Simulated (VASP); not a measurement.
# Ta (P6_3/mmc) in VASP: notebook

The runs below take Ta through single point, with LDA.

Program: VASP 6.6.1. These are calculated values, not measurements. Logs are shortened: lines on timing, memory, paths and dates and some standing lists are left out, and cuts for length are marked.

## 1. The cell of the first run

It takes space group P6_3/mmc (No. 194, hexagonal). Conventional cell: a = 2.900 Å, b = 2.900 Å, c = 5.270 Å, α = 90.00°, β = 90.00°, γ = 120.00°. Ta (site symmetry -6m2) has 12 Ta at 2.90 to 3.12 Å within 3.8 Å.

This isn't the form of Ta at room conditions, which is bcc.

## 2. Single point, LDA (strain +0.0200 x Voigt [0, 0, 1, 0, 0, 0])

Input file INCAR:

```
SYSTEM = Ta
  ALGO = Fast
  EDIFF = 1E-7
  ENCUT = 520
  GGA = CA
  ISIF = 2
  ISMEAR = 0
  LASPH = .TRUE.
  LCHARG = .FALSE.
  LREAL = .FALSE.
  LWAVE = .FALSE.
  NBANDS = 18
  NELM = 60
  PREC = Accurate
  SIGMA = 0.15
```

Input file KPOINTS:

```
k-points
0
G
  18 18 10
  0 0 0
```

Input file POSCAR:

```
Ta
1.0
    2.9003720726      0.0000000000      0.0000000000
   -1.4501860363      2.5117958953      0.0000000000
    0.0000000000      0.0000000000      5.2695994800
Ta
2
Direct
    0.6666666667      0.3333333333      0.7500000000
    0.3333333333      0.6666666667      0.2500000000
```

Potentials or basis: VASP PAW LDA potentials, release 64 (Ta_pv).

Command:

```console
$ cat potpaw_LDA.64/Ta_pv/POTCAR > POTCAR
$ mpirun -np 1 vasp_std > vasp.out
```

OUTCAR:

```text
SYSTEM = Ta
   EDIFF = 1E-7
   ENCUT = 520
   GGA = CA
   ISIF = 2
   ISMEAR = 0
   LASPH = .TRUE.
   LREAL = .FALSE.
   NELM = 60
   PREC = Accurate

 ion  position               nearest neighbor table
   1  0.667  0.333  0.750-   2 3.12   2 3.12   2 3.12   2 3.12   2 3.12   2 3.12
   2  0.333  0.667  0.250-   1 3.12   1 3.12   1 3.12   1 3.12   1 3.12   1 3.12

  LATTYP: Found a hexagonal cell.
 ALAT       =     2.9003720726
 C/A-ratio  =     1.8168701629

  Lattice vectors:

 A1 = (   2.9003720726,   0.0000000000,   0.0000000000)
 A2 = (  -1.4501860363,   2.5117958953,   0.0000000000)
 A3 = (   0.0000000000,   0.0000000000,   5.2695994800)

Analysis of symmetry for initial positions (statically):
=====================================================================
 Subroutine PRICEL returns:
 Original cell was already a primitive cell.

 Routine SETGRP: Setting up the symmetry group for a
 hexagonal supercell.

 Subroutine GETGRP returns: Found 24 space group operations
 (whereof 12 operations were pure point group operations)
 out of a pool of 24 trial point group operations.

The static configuration has the point symmetry D_3d.
 The point group associated with its full space group is D_6h.

Analysis of symmetry for dynamics (positions and initial velocities):
=====================================================================
 Subroutine PRICEL returns:
 Original cell was already a primitive cell.

 Routine SETGRP: Setting up the symmetry group for a
 hexagonal supercell.

 Subroutine GETGRP returns: Found 24 space group operations
 (whereof 12 operations were pure point group operations)
 out of a pool of 24 trial point group operations.

The dynamic configuration has the point symmetry D_3d.
 The point group associated with its full space group is D_6h.

 Subroutine INISYM returns: Found 24 space group operations
 (whereof 12 operations are pure point group operations),
 and found     1 'primitive' translations

----------------------------------------------------------------------------------------

                                     Primitive cell

  volume of cell :      38.3898

  direct lattice vectors                    reciprocal lattice vectors
     2.900372073  0.000000000  0.000000000     0.344783350  0.199060760  0.000000000
    -1.450186036  2.511795895  0.000000000     0.000000000  0.398121520  0.000000000
     0.000000000  0.000000000  5.269599480     0.000000000  0.000000000  0.189767743

  length of vectors
     2.900372073  2.900372073  5.269599480     0.398121520  0.398121520  0.189767743

  position of ions in fractional coordinates (direct lattice)
     0.666666667  0.333333333  0.750000000
     0.333333333  0.666666667  0.250000000

  ion indices of the primitive-cell ions
   primitive index   ion index
                 1           1
                 2           2

----------------------------------------------------------------------------------------

 KPOINTS: k-points

Automatic generation of k-mesh.
 Grid dimensions read from file:
 generate k-points for:   18   18   10

 Generating k-lattice:

  Cartesian coordinates                     Fractional coordinates (reciprocal lattice)
     0.019154631  0.011058931  0.000000000     0.055555556  0.000000000  0.000000000
     0.000000000  0.022117862  0.000000000     0.000000000  0.055555556  0.000000000
     0.000000000  0.000000000  0.018976774     0.000000000  0.000000000  0.100000000

  Length of vectors
     0.022117862  0.022117862  0.018976774

  Shift w.r.t. Gamma in fractional coordinates (k-lattice)
     0.000000000  0.000000000  0.000000000

 Subroutine IBZKPT returns following result:
 ===========================================

 Found    222 irreducible k-points:

 Following reciprocal coordinates:
            Coordinates               Weight
  0.000000  0.000000  0.000000      1.000000
  0.055556  0.000000  0.000000      6.000000
  0.111111  0.000000  0.000000      6.000000
  0.166667  0.000000  0.000000      6.000000
  0.222222 -0.000000  0.000000      6.000000
  0.277778  0.000000  0.000000      6.000000
[... 16 lines left out ...]
  0.333333  0.111111  0.000000     12.000000
  0.388889  0.111111  0.000000     12.000000
 [... further k-points ...]
   k-points           NKPTS =    222   k-points in BZ     NKDIM =    222   number of bands    NBANDS=     18
   number of dos      NEDOS =    301   number of ions     NIONS =      2
   total plane-waves  NPLWV =  23040
   dimension x,y,z NGX =    24 NGY =   24 NGZ =   40
   dimension x,y,z NGXF=    48 NGYF=   48 NGZF=   80
   ions per type =               2
   NGX,Y,Z   is equivalent  to a cutoff of  13.76, 13.76, 12.62 a.u.
   NGXF,Y,Z  is equivalent  to a cutoff of  27.51, 27.51, 25.24 a.u.
 SYSTEM =  Ta
   PREC   = accura    normal or accurate (medium, high low for compatibility)
   ISTART =      0    job   : 0-new  1-cont  2-samecut
   ICHARG =      2    charge: 1-file 2-atom 10-const
   ISPIN  =      1    spin polarized calculation?
   LNONCOLLINEAR =      F non collinear calculations
   LSORBIT =      F    spin-orbit coupling
   LASPH  =      T    aspherical Exc in radial PAW
   ENCUT  =  520.0 eV  38.22 Ry    6.18 a.u.   5.39  5.39  9.80*2*pi/ulx,y,z
   NELM   =     60;   NELMIN=  2; NELMDL= -5     # of ELM steps
   EDIFF  = 0.1E-06   stopping-criterion for ELM
   LREAL  =      F    real-space projection
   EDIFFG = 0.1E-05   stopping-criterion for IOM
   NSW    =      0    number of steps for IOM
   IBRION =     -1    ionic relax: 0-MD 1-quasi-New 2-CG
   NFREE  =      0    steps in history (QN), initial steepest desc. (CG)
   ISIF   =      2    stress and relaxation
   ISYM   =      2    0-nonsym 1-usesym 2-fastsym
   POTIM  = 0.5000    time-step for ionic-motion
   TEBEG  =    0.0;   TEEND  =   0.0 temperature during run
   PSTRESS=    0.0 pullay stress
   NELECT =      22.0000    total number of electrons
   NUPDOWN=      -1.0000    fix difference up-down
   EMIN   =  10.00;   EMAX   =-10.00  energy-range for DOS
   EFERMI =   0.00;   METHOD = LEGACY
   ISMEAR =     0;   SIGMA  =   0.15  broadening in eV -4-tet -1-fermi 0-gaus
   EFERMI_NEDOS =   21; number of points for ismear=-14 and -15
   IALGO  =     68    algorithm
   IMIX   =      4    mixing-type and parameters
     AMIX     =   0.40;   BMIX     =  1.00
     AMIX_MAG =   1.60;   BMIX_MAG =  1.00
  volume/ion in A,a.u.               =      19.19       129.53
  Fermi-wavevector in a.u.,A,eV,Ry     =   1.359807  2.569662 25.158182  1.849074
  Thomas-Fermi vector in A             =   2.486523
   LORBIT       =      0    0 simple, 1 ext, 2 COOP (PROOUT), +10 PAW based schemes
   GGA     = CA    functional components
   LHFCALC =     F    Hartree Fock is set to
   AEXX    =    0.0000 exact exchange contribution
   IVDW    =     0    specifies the selected vdW correction
   LEPSILON=     F    determine dielectric tensor
   LRPA    =     F    only Hartree local field effects (RPA)
 non-spin polarized calculation
 RMM-DIIS sequential band-by-band and
 Gauss-broadening in eV      SIGMA  =   0.15
  energy-cutoff  :      520.00
  volume of cell :       38.39
 maximum number of plane-waves:      1076
 NGX is ok and might be reduce to    24
   NGX = 11   NGY = 11   NGZ = 19

 number of electron      21.9999997 magnetization

 Free energy of the ion-electron system (eV)
  ---------------------------------------------------
  ext. energy  EPLUGINS =         0.00000000
  ---------------------------------------------------
  free energy    TOTEN  =       -24.92020506 eV

  energy without entropy =      -24.89040584  energy(sigma->0) =      -24.90530545

 E-fermi :   5.2716     XC(G=0): -12.4592

 val. band max:        5.2710788694   @ k =   0.2778   0.0556   0.5000
 cond. band min:       5.2719511327   @ k =   0.2222  -0.0000   0.4000
 fundamental gap:      0.0008722634
 Fermi energy:         5.2716048200

 k-point     1 :       0.0000    0.0000    0.0000
  band No.  band energies     occupation
      1     -29.1038      2.00000
      2     -28.3771      2.00000
      3     -28.1929      2.00000
      4     -28.1929      2.00000
      5     -28.1238      2.00000
      6     -28.1238      2.00000
[... 10 lines left out ...]
     17      10.2461      0.00000
     18      10.2461      0.00000

 k-point     2 :       0.0556    0.0000    0.0000
  band No.  band energies     occupation
      1     -29.0944      2.00000
      2     -28.3775      2.00000
      3     -28.2256      2.00000
      4     -28.2016      2.00000
      5     -28.1571      2.00000
      6     -28.1300      2.00000
[... 10 lines left out ...]
     17      10.2902      0.00000
     18      10.4974      0.00000

 k-point     3 :       0.1111    0.0000    0.0000
  band No.  band energies     occupation
      1     -29.0670      2.00000
      2     -28.3791      2.00000
      3     -28.3189      2.00000
      4     -28.2518      2.00000
      5     -28.2262      2.00000
      6     -28.1479      2.00000
[... 10 lines left out ...]
     17      10.3869      0.00000
     18      11.1012      0.00000

 k-point     4 :       0.1667    0.0000    0.0000
  band No.  band energies     occupation
      1     -29.0236      2.00000
      2     -28.4607      2.00000
      3     -28.3933      2.00000
      4     -28.3829      2.00000
      5     -28.2633      2.00000
      6     -28.1758      2.00000
[... 10 lines left out ...]
     17      10.4785      0.00000
     18      11.8702      0.00000

 k-point     5 :       0.2222   -0.0000    0.0000
  band No.  band energies     occupation
      1     -28.9675      2.00000
      2     -28.6322      2.00000
      3     -28.5617      2.00000
      4     -28.3901      2.00000
      5     -28.3077      2.00000
      6     -28.2104      2.00000
[... 10 lines left out ...]
     17      10.5351      0.00000
     18      12.6973      0.00000

 k-point     6 :       0.2778    0.0000    0.0000
  band No.  band energies     occupation
      1     -28.9031      2.00000
      2     -28.8117      2.00000
      3     -28.7352      2.00000
      4     -28.4022      2.00000
      5     -28.3541      2.00000
      6     -28.2475      2.00000
[... 10 lines left out ...]
     17      10.5535      0.00000
     18      12.7586      0.00000

 k-point     7 :       0.3333   -0.0000    0.0000
  band No.  band energies     occupation
      1     -28.9774      2.00000
      2     -28.8937      2.00000
      3     -28.8360      2.00000
      4     -28.4200      2.00000
      5     -28.3970      2.00000
      6     -28.2824      2.00000
[... 10 lines left out ...]
     17      10.5450      0.00000
     18      12.5877      0.00000

 k-point     8 :       0.3889   -0.0000    0.0000
  band No.  band energies     occupation
      1     -29.1102      2.00000
      2     -29.0199      2.00000
      3     -28.7732      2.00000
      4     -28.4424      2.00000
      5     -28.4315      2.00000
      6     -28.3109      2.00000
[... 10 lines left out ...]
     17      10.7924      0.00000
     18      12.6787      0.00000
[... 229 lines left out ...]
     17      10.3068      0.00000
     18      12.3982      0.00000

 k-point    20 :       0.1667    0.1111    0.0000
  band No.  band energies     occupation
      1     -28.9446      2.00000
      2     -28.6586      2.00000
      3     -28.6263      2.00000
      4     -28.3938      2.00000
      5     -28.3336      2.00000
      6     -28.2576      2.00000
[... 10 lines left out ...]
     17      10.2392      0.00000
     18      12.9754      0.00000

 k-point    21 :       0.2222    0.1111    0.0000
  band No.  band energies     occupation
      1     -28.8824      2.00000
      2     -28.8179      2.00000
      3     -28.7689      2.00000
      4     -28.4069      2.00000
      5     -28.3940      2.00000
      6     -28.3055      2.00000
[... 10 lines left out ...]
     17      10.1715      0.00000
     18      12.8071      0.00000

 k-point    22 :       0.2778    0.1111    0.0000
  band No.  band energies     occupation
      1     -28.9661      2.00000
      2     -28.8984      2.00000
      3     -28.8172      2.00000
      4     -28.4512      2.00000
      5     -28.4257      2.00000
      6     -28.3496      2.00000
[... 10 lines left out ...]
     17      10.6352      0.00000
     18      12.9074      0.00000

 k-point    23 :       0.3333    0.1111    0.0000
  band No.  band energies     occupation
      1     -29.0848      2.00000
      2     -29.0022      2.00000
      3     -28.7556      2.00000
      4     -28.4975      2.00000
      5     -28.4493      2.00000
      6     -28.3854      2.00000
[... 10 lines left out ...]
     17      11.6810      0.00000
     18      13.4886      0.00000

 k-point    24 :       0.3889    0.1111    0.0000
  band No.  band energies     occupation
      1     -29.1613      2.00000
      2     -29.0693      2.00000
      3     -28.7072      2.00000
      4     -28.5275      2.00000
      5     -28.4727      2.00000
      6     -28.4087      2.00000
[... 10 lines left out ...]
     17      12.5356      0.00000
     18      14.1105      0.00000

 [... further k-points ...]

------------------------ aborting loop because EDIFF is reached ----------------------------------------

  FORCE on cell =-STRESS in cart. coord.  units (eV):
  Direction    XX          YY          ZZ          XY          YZ          ZX
  --------------------------------------------------------------------------------------
  -------------------------------------------------------------------------------------
  Total       -3.2385909     -3.2385909     -3.6098908      0.0000000      0.0000000     -0.0000000
  in kB     -135.1608790   -135.1608790   -150.6568843      0.0000000      0.0000000     -0.0000000
  external PRESSURE =    -140.3262141 kB  Pullay stress =       0.0000000 kB

 VOLUME and BASIS-vectors are now :
 -----------------------------------------------------------------------------
  energy-cutoff  :      520.00
  volume of cell :       38.39
      direct lattice vectors                 reciprocal lattice vectors
     2.900372073  0.000000000  0.000000000     0.344783350  0.199060760  0.000000000
    -1.450186036  2.511795895  0.000000000     0.000000000  0.398121520  0.000000000
     0.000000000  0.000000000  5.269599480     0.000000000  0.000000000  0.189767743

 POSITION                                       TOTAL-FORCE (eV/Angst)
 -----------------------------------------------------------------------------------
      1.45019      0.83727      3.95220         0.000000     -0.000000      0.000000
     -0.00000      1.67453      1.31740        -0.000000      0.000000      0.000000
 -----------------------------------------------------------------------------------
    total drift:                               -0.000000      0.000000     -0.000000

  FREE ENERGIE OF THE ION-ELECTRON SYSTEM (eV)
  ---------------------------------------------------
  free  energy   TOTEN  =       -24.9202050597 eV

  energy  without entropy=      -24.8904058371  energy(sigma->0) =      -24.90530545
```

Run time: 55 s. Hardware: 1 thread of Intel Xeon 6975P-C (Granite Rapids), shared host; peak memory 0.24 GiB.

Results:

```yaml
Free_energy: -24.9202 eV
Pressure: -14.0 GPa
Band_gap_on_the_k_mesh: zero (bands 11 and 12 overlap by 2.29 eV)
```

Levels at points of the mesh, in eV from the Fermi level:
| k point | band 9 | band 10 | band 11 | band 12 | band 13 | band 14 |
| --- | --- | --- | --- | --- | --- | --- |
| (0.00, 0.00, 0.00) | -0.74 | -0.15 | 0.61 | 0.61 | 1.11 | 1.11 |
| (0.50, 0.00, 0.00) | -3.22 | -0.46 | -0.29 | 0.41 | 0.97 | 5.23 |
| (0.00, 0.00, 0.50) | -1.22 | -1.22 | 0.67 | 0.67 | 0.67 | 0.67 |
| (0.50, 0.00, 0.50) | -2.27 | -2.27 | 1.57 | 1.57 | 2.59 | 2.59 |

Caveat: the cell differs from its parent crystal (strain +0.0200 x Voigt [0, 0, 1, 0, 0, 0]); the cell stands under tension; spin-orbit coupling is left out, which moves the levels of the heavy elements.

## 3. Single point, LDA (strain +0.0300 x Voigt [0, 0, 1, 0, 0, 0])

Input file INCAR:

```
SYSTEM = Ta
  PREC = Accurate
  ENCUT = 520
  EDIFF = 1E-7
  ISMEAR = 0
  SIGMA = 0.15
  LREAL = .FALSE.
  LASPH = .TRUE.
  NELM = 80
  ALGO = Fast
  ISIF = 2
  LWAVE = .FALSE.
  LCHARG = .FALSE.
  NBANDS = 18
```

Input file KPOINTS:

```
Automatic mesh
0
G
  18 18 10
  0 0 0
```

Edit POSCAR of step 2 so:

```diff
@@ -4,3 +4,3 @@
    -1.4501860363      2.5117958953      0.0000000000
-    0.0000000000      0.0000000000      5.2695994800
+    0.0000000000      0.0000000000      5.3212622200
 Ta
```

Potentials or basis: VASP PAW LDA potentials, release 64 (Ta_pv).

Command:

```console
$ cat potpaw_LDA.64/Ta_pv/POTCAR > POTCAR
$ mpirun -np 1 vasp_std > vasp.out
```

Run time: 58 s. Hardware: 1 thread of Intel Xeon 6975P-C (Granite Rapids), shared host; peak memory 0.24 GiB.

Results (log left out):

```yaml
Free_energy: -24.8823 eV
Pressure: -15.3 GPa
Band_gap_on_the_k_mesh: zero (bands 11 and 12 overlap by 2.29 eV)
```

Stress tensor (GPa, compression positive):
```
-14.33   0.00   0.00
  0.00 -14.33   0.00
  0.00   0.00 -17.29
```

Levels at points of the mesh, in eV from the Fermi level:
| k point | band 7 | band 8 | band 9 | band 10 | band 11 | band 12 | band 13 | band 14 | band 15 | band 16 |
| --- | --- | --- | --- | --- | --- | --- | --- | --- | --- | --- |
| (0.00, 0.00, 0.00) | -7.93 | -4.83 | -0.81 | -0.23 | 0.63 | 0.63 | 1.10 | 1.10 | 3.07 | 3.07 |
| (0.50, 0.00, 0.00) | -3.90 | -3.69 | -3.18 | -0.50 | -0.26 | 0.36 | 1.05 | 5.13 | 6.39 | 6.63 |
| (0.00, 0.00, 0.50) | -6.24 | -6.24 | -1.25 | -1.25 | 0.70 | 0.70 | 0.70 | 0.70 | 4.26 | 4.26 |
| (0.50, 0.00, 0.50) | -4.14 | -4.14 | -2.27 | -2.27 | 1.56 | 1.56 | 2.61 | 2.61 | 5.15 | 5.15 |

Caveat: the cell differs from its parent crystal (strain +0.0300 x Voigt [0, 0, 1, 0, 0, 0]); the cell stands under tension; spin-orbit coupling is left out, which moves the levels of the heavy elements.

[end of part 1 of 2]
